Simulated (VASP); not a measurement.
# LiH in VASP: notebook

Runs on LiH. Level: PBE. Tasks: single point, relaxation of cell and atoms.

Program: VASP 6.6.1. These are calculated values, not measurements. Logs are shortened: lines on timing, memory, paths and dates and some standing lists are left out, and cuts for length are marked.

**1. The cell of the first run**

It takes space group P6_3/mmc (No. 194, hexagonal). Conventional cell: a = 2.780 Å, b = 2.780 Å, c = 4.885 Å, α = 90.00°, β = 90.00°, γ = 120.00°. Li (site symmetry -3m) has 6 H at 2.02 Å and 2 Li at 2.44 Å within 2.7 Å. Within 2.7 Å of H (site symmetry -6m2) lie 6 Li at 2.02 Å.

**2. Single point, PBE**

Input file INCAR:

```
PREC = Accurate
ENCUT = 520
EDIFF = 1E-7
ISMEAR = 0
SIGMA = 0.1
LREAL = F
LASPH = T
NELM = 80
ALGO = Normal
ISIF = 2
LWAVE = F
LCHARG = F
GGA = PE
NBANDS = 12
```

Input file KPOINTS:

```
regular mesh
0
Gamma
  6 6 4
```

Input file POSCAR:

```
LiH
1.0
    2.7801123154      0.0000000000      0.0000000000
   -1.3900561577      2.4076478905      0.0000000000
    0.0000000000      0.0000000000      4.8851889641
Li H
2 2
Direct
    0.0000000000      0.0000000000      0.0000000000
    0.0000000000      0.0000000000      0.5000000000
    0.6666666667      0.3333333333      0.2500000000
    0.3333333333      0.6666666667      0.7500000000
```

Potentials or basis: VASP PAW PBE potentials, release 64 (Li_sv, H).

Run with:

```bash
$ cat potpaw_PBE.64/Li_sv/POTCAR potpaw_PBE.64/H/POTCAR > POTCAR
$ mpirun -np 1 vasp_std > vasp.out
```

OUTCAR:

```text
PREC = Accurate
   ENCUT = 520
   EDIFF = 1E-7
   ISMEAR = 0
   LREAL = F
   LASPH = T
   NELM = 80
   ISIF = 2
   GGA = PE

 ion  position               nearest neighbor table
   1  0.000  0.000  0.000-   2 2.44   2 2.44
   2  0.000  0.000  0.500-   1 2.44   1 2.44
   3  0.667  0.333  0.250-
   4  0.333  0.667  0.750-

  LATTYP: Found a hexagonal cell.
 ALAT       =     2.7801123154
 C/A-ratio  =     1.7571912246

  Lattice vectors:

 A1 = (   2.7801123154,   0.0000000000,   0.0000000000)
 A2 = (  -1.3900561577,   2.4076478905,   0.0000000000)
 A3 = (   0.0000000000,   0.0000000000,   4.8851889641)

Analysis of symmetry for initial positions (statically):
=====================================================================
 Subroutine PRICEL returns:
 Original cell was already a primitive cell.

 Routine SETGRP: Setting up the symmetry group for a
 hexagonal supercell.

 Subroutine GETGRP returns: Found 24 space group operations
 (whereof 12 operations were pure point group operations)
 out of a pool of 24 trial point group operations.

The static configuration has the point symmetry D_3d.
 The point group associated with its full space group is D_6h.

Analysis of symmetry for dynamics (positions and initial velocities):
=====================================================================
 Subroutine PRICEL returns:
 Original cell was already a primitive cell.

 Routine SETGRP: Setting up the symmetry group for a
 hexagonal supercell.

 Subroutine GETGRP returns: Found 24 space group operations
 (whereof 12 operations were pure point group operations)
 out of a pool of 24 trial point group operations.

The dynamic configuration has the point symmetry D_3d.
 The point group associated with its full space group is D_6h.

 Subroutine INISYM returns: Found 24 space group operations
 (whereof 12 operations are pure point group operations),
 and found     1 'primitive' translations

----------------------------------------------------------------------------------------

                                     Primitive cell

  volume of cell :      32.6992

  direct lattice vectors                    reciprocal lattice vectors
     2.780112315  0.000000000  0.000000000     0.359697698  0.207671563  0.000000000
    -1.390056158  2.407647890  0.000000000     0.000000000  0.415343126  0.000000000
     0.000000000  0.000000000  4.885188964     0.000000000  0.000000000  0.204700372

  length of vectors
     2.780112315  2.780112315  4.885188964     0.415343126  0.415343126  0.204700372

  position of ions in fractional coordinates (direct lattice)
     0.000000000  0.000000000  0.000000000
     0.000000000  0.000000000  0.500000000
     0.666666667  0.333333333  0.250000000
     0.333333333  0.666666667  0.750000000

  ion indices of the primitive-cell ions
   primitive index   ion index
                 1           1
                 2           2
                 3           3
                 4           4

----------------------------------------------------------------------------------------

 KPOINTS: regular mesh

Automatic generation of k-mesh.
 Grid dimensions read from file:
 generate k-points for:    6    6    4

 Generating k-lattice:

  Cartesian coordinates                     Fractional coordinates (reciprocal lattice)
     0.059949616  0.034611927  0.000000000     0.166666667 -0.000000000  0.000000000
     0.000000000  0.069223854  0.000000000     0.000000000  0.166666667  0.000000000
     0.000000000  0.000000000  0.051175093     0.000000000  0.000000000  0.250000000

  Length of vectors
     0.069223854  0.069223854  0.051175093

  Shift w.r.t. Gamma in fractional coordinates (k-lattice)
     0.000000000  0.000000000  0.000000000

 Subroutine IBZKPT returns following result:
 ===========================================

 Found     21 irreducible k-points:

 Following reciprocal coordinates:
            Coordinates               Weight
  0.000000  0.000000  0.000000      1.000000
  0.166667  0.000000  0.000000      6.000000
  0.333333  0.000000  0.000000      6.000000
  0.500000  0.000000  0.000000      3.000000
  0.166667  0.166667  0.000000      6.000000
  0.333333  0.166667  0.000000     12.000000
[... 13 lines left out ...]
  0.333333  0.166667  0.500000     12.000000
  0.333333  0.333333  0.500000      2.000000
   k-points           NKPTS =     21   k-points in BZ     NKDIM =     21   number of bands    NBANDS=     12
   number of dos      NEDOS =    301   number of ions     NIONS =      4
   total plane-waves  NPLWV =  20736
   dimension x,y,z NGX =    24 NGY =   24 NGZ =   36
   dimension x,y,z NGXF=    48 NGYF=   48 NGZF=   72
   ions per type =               2   2
   NGX,Y,Z   is equivalent  to a cutoff of  14.35, 14.35, 12.25 a.u.
   NGXF,Y,Z  is equivalent  to a cutoff of  28.70, 28.70, 24.50 a.u.
 SYSTEM =  unknown system
   PREC   = accura    normal or accurate (medium, high low for compatibility)
   ISTART =      0    job   : 0-new  1-cont  2-samecut
   ICHARG =      2    charge: 1-file 2-atom 10-const
   ISPIN  =      1    spin polarized calculation?
   LNONCOLLINEAR =      F non collinear calculations
   LSORBIT =      F    spin-orbit coupling
   LASPH  =      T    aspherical Exc in radial PAW
   ENCUT  =  520.0 eV  38.22 Ry    6.18 a.u.   5.17  5.17  9.08*2*pi/ulx,y,z
   NELM   =     80;   NELMIN=  2; NELMDL= -5     # of ELM steps
   EDIFF  = 0.1E-06   stopping-criterion for ELM
   LREAL  =      F    real-space projection
   EDIFFG = 0.1E-05   stopping-criterion for IOM
   NSW    =      0    number of steps for IOM
   IBRION =     -1    ionic relax: 0-MD 1-quasi-New 2-CG
   NFREE  =      0    steps in history (QN), initial steepest desc. (CG)
   ISIF   =      2    stress and relaxation
   ISYM   =      2    0-nonsym 1-usesym 2-fastsym
   POTIM  = 0.5000    time-step for ionic-motion
   TEBEG  =    0.0;   TEEND  =   0.0 temperature during run
   PSTRESS=    0.0 pullay stress
   NELECT =       8.0000    total number of electrons
   NUPDOWN=      -1.0000    fix difference up-down
   EMIN   =  10.00;   EMAX   =-10.00  energy-range for DOS
   EFERMI =   0.00;   METHOD = LEGACY
   ISMEAR =     0;   SIGMA  =   0.10  broadening in eV -4-tet -1-fermi 0-gaus
   EFERMI_NEDOS =   21; number of points for ismear=-14 and -15
   IALGO  =     38    algorithm
   IMIX   =      4    mixing-type and parameters
     AMIX     =   0.40;   BMIX     =  1.00
     AMIX_MAG =   1.60;   BMIX_MAG =  1.00
  volume/ion in A,a.u.               =       8.17        55.17
  Fermi-wavevector in a.u.,A,eV,Ry     =   1.023904  1.934898 14.264069  1.048380
  Thomas-Fermi vector in A             =   2.157663
   LORBIT       =      0    0 simple, 1 ext, 2 COOP (PROOUT), +10 PAW based schemes
   GGA     = PE    functional components
   LHFCALC =     F    Hartree Fock is set to
   AEXX    =    0.0000 exact exchange contribution
   IVDW    =     0    specifies the selected vdW correction
   LEPSILON=     F    determine dielectric tensor
   LRPA    =     F    only Hartree local field effects (RPA)
 non-spin polarized calculation
 Gauss-broadening in eV      SIGMA  =   0.10
  energy-cutoff  :      520.00
  volume of cell :       32.70
 maximum number of plane-waves:       896
 NGX is ok and might be reduce to    24
   NGX = 11   NGY = 11   NGZ = 19

 number of electron       8.0000009 magnetization

 Free energy of the ion-electron system (eV)
  ---------------------------------------------------
  ext. energy  EPLUGINS =         0.00000000
  ---------------------------------------------------
  free energy    TOTEN  =       -12.04198339 eV

  energy without entropy =      -12.04198339  energy(sigma->0) =      -12.04198339

 E-fermi :   0.4203     XC(G=0):  -8.4555

 val. band max:       -0.0704612501   @ k =   0.5000   0.0000   0.0000
 cond. band min:       4.2862852247   @ k =   0.5000   0.0000   0.5000
 fundamental gap:      4.3567464748
 Fermi energy:         0.4202971724

 k-point     1 :       0.0000    0.0000    0.0000
  band No.  band energies     occupation
      1     -44.4536      2.00000
      2     -44.3870      2.00000
      3      -5.3288      2.00000
      4      -3.0680      2.00000
      5       4.4713      0.00000
      6      14.4267      0.00000
      7      15.6866      0.00000
      8      16.3242      0.00000
      9      16.3242      0.00000
     10      16.5085      0.00000
     11      19.7760      0.00000
     12      19.7760      0.00000

 k-point     2 :       0.1667    0.0000    0.0000
  band No.  band energies     occupation
      1     -44.4438      2.00000
      2     -44.3788      2.00000
      3      -4.8687      2.00000
      4      -2.4775      2.00000
      5       4.7069      0.00000
      6      10.6485      0.00000
      7      13.5401      0.00000
      8      14.1951      0.00000
      9      14.9051      0.00000
     10      17.0158      0.00000
     11      18.1706      0.00000
     12      18.8421      0.00000

 k-point     3 :       0.3333    0.0000    0.0000
  band No.  band energies     occupation
      1     -44.4243      2.00000
      2     -44.3623      2.00000
      3      -3.5897      2.00000
      4      -0.9574      2.00000
      5       5.3948      0.00000
      6       6.1070      0.00000
      7       8.9745      0.00000
      8      12.2201      0.00000
      9      13.8760      0.00000
     10      14.2220      0.00000
     11      16.3572      0.00000
     12      17.1069      0.00000
[... 241 lines left out ...]
 k-point    20 :       0.3333    0.1667    0.5000
  band No.  band energies     occupation
      1     -44.3844      2.00000
      2     -44.3844      2.00000
      3      -1.4697      2.00000
      4      -1.4697      2.00000
      5       5.0688      0.00000
      6       5.0688      0.00000
      7       8.9276      0.00000
      8       8.9276      0.00000
      9      12.8390      0.00000
     10      12.8390      0.00000
     11      17.0613      0.00000
     12      17.0613      0.00000

 k-point    21 :       0.3333    0.3333    0.5000
  band No.  band energies     occupation
      1     -44.3799      2.00000
      2     -44.3799      2.00000
      3      -0.6955      2.00000
      4      -0.6955      2.00000
      5       4.5148      0.00000
      6       4.5148      0.00000
      7       7.3651      0.00000
      8       7.3651      0.00000
      9      13.3426      0.00000
     10      13.3426      0.00000
     11      16.4436      0.00000
     12      16.4436      0.00000

------------------------ aborting loop because EDIFF is reached ----------------------------------------

  FORCE on cell =-STRESS in cart. coord.  units (eV):
  Direction    XX          YY          ZZ          XY          YZ          ZX
  --------------------------------------------------------------------------------------
  -------------------------------------------------------------------------------------
  Total       -0.0405918     -0.0405918     -0.0441893      0.0000000      0.0000000      0.0000000
  in kB       -1.9888947     -1.9888947     -2.1651658      0.0000000      0.0000000      0.0000000
  external PRESSURE =      -2.0476517 kB  Pullay stress =       0.0000000 kB

 VOLUME and BASIS-vectors are now :
 -----------------------------------------------------------------------------
  energy-cutoff  :      520.00
  volume of cell :       32.70
      direct lattice vectors                 reciprocal lattice vectors
     2.780112315  0.000000000  0.000000000     0.359697698  0.207671563  0.000000000
    -1.390056158  2.407647890  0.000000000     0.000000000  0.415343126  0.000000000
     0.000000000  0.000000000  4.885188964     0.000000000  0.000000000  0.204700372

 POSITION                                       TOTAL-FORCE (eV/Angst)
 -----------------------------------------------------------------------------------
      0.00000      0.00000      0.00000         0.000000      0.000000      0.000000
      0.00000      0.00000      2.44259         0.000000      0.000000      0.000000
      1.39006      0.80255      1.22130        -0.000000      0.000000      0.000000
     -0.00000      1.60510      3.66389         0.000000     -0.000000     -0.000000
 -----------------------------------------------------------------------------------
    total drift:                                0.000000      0.000000      0.000000

  FREE ENERGIE OF THE ION-ELECTRON SYSTEM (eV)
  ---------------------------------------------------
  free  energy   TOTEN  =       -12.0419833917 eV

  energy  without entropy=      -12.0419833917  energy(sigma->0) =      -12.04198339
```

Run time: 3.7 s. Hardware: 1 thread of Intel Xeon 6975P-C (Granite Rapids), shared host; peak memory 0.14 GiB.

Results:

```
Free energy            : -12.0420 eV
Band gap on the k mesh : 4.36 eV, indirect (least direct gap 4.95 eV)
```

Caveat: the k points lie up to 0.43 Å⁻¹ apart; the cutoff is under 1.25 times the usual one of these potentials, so pressure, stress and relaxed cells hold a basis-set (Pulay) error. A k mesh can miss the band edges.

[end of part 1 of 2]
